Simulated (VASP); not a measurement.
# Mo2C in VASP: single point with LDA

Aim: the single point of Mo2C with LDA.

All numbers are computed with VASP 6.6.1; they aren't measurements. Logs are shortened: lines on timing, memory, paths and dates and some standing lists are left out, and cuts for length are marked.

## (1) The cell of the first run

The typed cell holds 12 atoms: a = 4.735 Å, b = 6.025 Å, c = 5.210 Å, α = 90.00°, β = 90.00°, γ = 90.00°.

## (2) Single point, LDA

INCAR reads:

```
  PREC = Accurate
  ENCUT = 600
  EDIFF = 1E-6
  ISMEAR = 1
  SIGMA = 0.05
  LREAL = F
  LASPH = T
  NELM = 120
  ALGO = Normal
  ISIF = 2
  LWAVE = F
  LCHARG = F
  NBANDS = 76
  GGA_COMPAT = F
```

KPOINTS reads:

```
regular mesh
0
Gamma
  5 4 5
```

POSCAR reads:

```
Mo2C
1.0
    4.7350000000      0.0000000000      0.0000000000
    0.0000000000      6.0250000000      0.0000000000
    0.0000000000      0.0000000000      5.2100000000
Mo C
8 4
Direct
    0.2450354917      0.1247612070      0.0785664305
    0.2519792248      0.3800867822      0.5785504902
    0.7450368561      0.3800854416      0.9187206911
    0.7519821320      0.1247424267      0.4187356983
    0.7519785137      0.8800687879      0.9187196664
    0.7450536378      0.6247512891      0.4187285030
    0.2519877328      0.6247508096      0.0785596016
    0.2450489097      0.8801016636      0.5785492578
   -0.0015014840      0.3791663419      0.2486424712
    0.4985124630      0.1256695687      0.7486476179
   -0.0014638190      0.6256715534      0.7486383942
    0.4985158506      0.8791674222      0.2486402574
```

Potentials or basis: VASP PAW LDA potentials, release 64 (Mo_sv, C).

Started as:

```console
$ cat potpaw_LDA.64/Mo_sv/POTCAR potpaw_LDA.64/C/POTCAR > POTCAR
$ mpirun -np 1 vasp_std > vasp.out
```

OUTCAR:

```text
PREC = Accurate
   ENCUT = 600
   EDIFF = 1E-6
   ISMEAR = 1
   LREAL = F
   LASPH = T
   NELM = 120
   ISIF = 2

 ion  position               nearest neighbor table
   1  0.245  0.125  0.079-  10 2.10  12 2.10   9 2.12   5 2.88   4 2.93   5 2.94   3 2.94   3 2.94
                             4 2.98   8 2.99   8 2.99   7 3.01   7 3.01   2 3.03   2 3.03
   2  0.252  0.380  0.579-   9 2.10  11 2.10  10 2.12   6 2.88   3 2.93   6 2.94   4 2.94   4 2.94
                             3 2.98   7 2.99   7 2.99   8 3.01   8 3.01   1 3.03   1 3.03
   3  0.745  0.380  0.919-   9 2.10  11 2.10  10 2.12   7 2.88   2 2.93   7 2.94   1 2.94   1 2.94
                             2 2.98   6 2.99   6 2.99   5 3.01   5 3.01   4 3.03   4 3.03
   4  0.752  0.125  0.419-  10 2.10  12 2.10   9 2.12   8 2.88   1 2.93   8 2.94   2 2.94   2 2.94
                             1 2.98   5 2.99   5 2.99   6 3.01   6 3.01   3 3.03   3 3.03
   5  0.752  0.880  0.919-  12 2.10  10 2.10  11 2.12   1 2.88   8 2.93   1 2.94   7 2.94   7 2.94
                             8 2.98   4 2.99   4 2.99   3 3.01   3 3.01   6 3.03   6 3.03
   6  0.745  0.625  0.419-  11 2.10   9 2.10  12 2.12   2 2.88   7 2.93   2 2.94   8 2.94   8 2.94
                             7 2.98   3 2.99   3 2.99   4 3.01   4 3.01   5 3.03   5 3.03
   7  0.252  0.625  0.079-  11 2.10   9 2.10  12 2.12   3 2.88   6 2.93   3 2.94   5 2.94   5 2.94
                             6 2.98   2 2.99   2 2.99   1 3.01   1 3.01   8 3.03   8 3.03
   8  0.245  0.880  0.579-  12 2.10  10 2.10  11 2.12   4 2.88   5 2.93   4 2.94   6 2.94   6 2.94
                             5 2.98   1 2.99   1 2.99   2 3.01   2 3.01   7 3.03   7 3.03
   9  0.998  0.379  0.249-   2 2.10   3 2.10   6 2.10   7 2.10   1 2.12   4 2.12
  10  0.499  0.126  0.749-   4 2.10   1 2.10   8 2.10   5 2.10   3 2.12   2 2.12
  11  0.999  0.626  0.749-   7 2.10   6 2.10   2 2.10   3 2.10   5 2.12   8 2.12
  12  0.499  0.879  0.249-   8 2.10   5 2.10   4 2.10   1 2.10   7 2.12   6 2.12

  LATTYP: Found a simple orthorhombic cell.
 ALAT       =     4.7350000000
 B/A-ratio  =     1.1003167899
 C/A-ratio  =     1.2724392819

  Lattice vectors:

 A1 = (  -4.7350000000,   0.0000000000,   0.0000000000)
 A2 = (   0.0000000000,   0.0000000000,   5.2100000000)
 A3 = (   0.0000000000,   6.0250000000,   0.0000000000)

Analysis of symmetry for initial positions (statically):
=====================================================================
 Subroutine PRICEL returns:
 Original cell was already a primitive cell.

 Routine SETGRP: Setting up the symmetry group for a
 simple orthorhombic supercell.

 Subroutine GETGRP returns: Found  1 space group operations
 (whereof  1 operations were pure point group operations)
 out of a pool of  8 trial point group operations.

The static configuration has the point symmetry C_1 .

[... 150 lines left out ...]
   IMIX   =      4    mixing-type and parameters
     AMIX     =   0.40;   BMIX     =  1.00
     AMIX_MAG =   1.60;   BMIX_MAG =  1.00
  volume/ion in A,a.u.               =      12.39        83.59
  Fermi-wavevector in a.u.,A,eV,Ry     =   1.557542  2.943329 33.006898  2.425939
  Thomas-Fermi vector in A             =   2.661178
   LORBIT       =      0    0 simple, 1 ext, 2 COOP (PROOUT), +10 PAW based schemes
   GGA     = CA    functional components
   LHFCALC =     F    Hartree Fock is set to
   AEXX    =    0.0000 exact exchange contribution
   IVDW    =     0    specifies the selected vdW correction
   LEPSILON=     F    determine dielectric tensor
   LRPA    =     F    only Hartree local field effects (RPA)
 non-spin polarized calculation
 Methfessel and Paxton  Order N= 1 SIGMA  =   0.05
  energy-cutoff  :      600.00
  volume of cell :      148.63
 maximum number of plane-waves:      4988
 NGX is ok and might be reduce to    40
   NGX = 19   NGY = 25   NGZ = 21

 number of electron     128.0000001 magnetization

 Free energy of the ion-electron system (eV)
  ---------------------------------------------------
  ext. energy  EPLUGINS =         0.00000000
  ---------------------------------------------------
  free energy    TOTEN  =      -139.81248939 eV

  energy without entropy =     -139.81212539  energy(sigma->0) =     -139.81236805

 E-fermi :  12.1385     XC(G=0): -13.5305

 val. band max:       12.1188365129   @ k =  -0.2000   0.2500  -0.2000
 cond. band min:      12.1407288007   @ k =   0.4000   0.2500   0.0000
 fundamental gap:      0.0218922879
 Fermi energy:        12.1385210129

 k-point     1 :       0.0000    0.0000    0.0000
  band No.  band energies     occupation
      1     -49.0078      2.00000
      2     -48.8831      2.00000
      3     -48.8818      2.00000
      4     -48.8707      2.00000
      5     -48.8518      2.00000
      6     -48.8297      2.00000
[... 1885 lines left out ...]
     75      14.1072      0.00000
     76      14.1664      0.00000

 [... further k-points ...]

------------------------ aborting loop because EDIFF is reached ----------------------------------------

  FORCE on cell =-STRESS in cart. coord.  units (eV):
  Direction    XX          YY          ZZ          XY          YZ          ZX
  --------------------------------------------------------------------------------------
  -------------------------------------------------------------------------------------
  Total       -8.6723097     -7.0961855     -8.0501122     -0.0004043      0.0006171      0.0002699
  in kB      -93.4825611    -76.4928397    -86.7756270     -0.0043584      0.0066522      0.0029089
  external PRESSURE =     -85.5836759 kB  Pullay stress =       0.0000000 kB

 VOLUME and BASIS-vectors are now :
 -----------------------------------------------------------------------------
  energy-cutoff  :      600.00
  volume of cell :      148.63
      direct lattice vectors                 reciprocal lattice vectors
     4.735000000  0.000000000  0.000000000     0.211193242  0.000000000  0.000000000
     0.000000000  6.025000000  0.000000000     0.000000000  0.165975104  0.000000000
     0.000000000  0.000000000  5.210000000     0.000000000  0.000000000  0.191938580

 POSITION                                       TOTAL-FORCE (eV/Angst)
 -----------------------------------------------------------------------------------
      1.16024      0.75169      0.40933        -0.012729      0.003706     -0.005685
      1.19312      2.29002      3.01425         0.013674     -0.004678     -0.004994
      3.52775      2.29001      4.78653        -0.013035     -0.004272      0.005420
      3.56064      0.75157      2.18161         0.013521      0.004667      0.004887
      3.56062      5.30241      4.78653         0.013538     -0.003691      0.005334
      3.52783      3.76413      2.18158        -0.013774      0.004775      0.005314
      1.19316      3.76412      0.40930         0.013288      0.004646     -0.005229
      1.16031      5.30261      3.01424        -0.013913     -0.005291     -0.004965
      4.72789      2.28448      1.29543         0.000335      0.002299      0.000144
      2.36046      0.75716      3.90045        -0.000365     -0.002349     -0.000259
      4.72807      3.76967      3.90041        -0.000383     -0.002094     -0.000079
      2.36047      5.29698      1.29542        -0.000157      0.002280      0.000113
 -----------------------------------------------------------------------------------
    total drift:                               -0.000008      0.000056     -0.000120

  FREE ENERGIE OF THE ION-ELECTRON SYSTEM (eV)
  ---------------------------------------------------
  free  energy   TOTEN  =      -139.8124893856 eV

  energy  without entropy=     -139.8121253937  energy(sigma->0) =     -139.81236805
```

It took 11 min on 1 thread of Intel Xeon Platinum 8488C (Sapphire Rapids), shared host; peak memory 0.54 GiB.

What came out:

```yaml
Free_energy: -139.8125 eV
Pressure: -8.6 GPa
Largest_force: 0.016 eV/Å
Band_gap_on_the_k_mesh: zero (bands 64 and 65 overlap by 0.88 eV)
```

Forces on the atoms (eV/Å):
```
Mo  -0.013  0.004 -0.006
Mo   0.014 -0.005 -0.005
Mo  -0.013 -0.004  0.005
Mo   0.014  0.005  0.005
Mo   0.014 -0.004  0.005
Mo  -0.014  0.005  0.005
Mo   0.013  0.005 -0.005
Mo  -0.014 -0.005 -0.005
C    0.000  0.002  0.000
C    0.000 -0.002  0.000
C    0.000 -0.002  0.000
C    0.000  0.002  0.000
```

Caveat: the cell stands under tension.
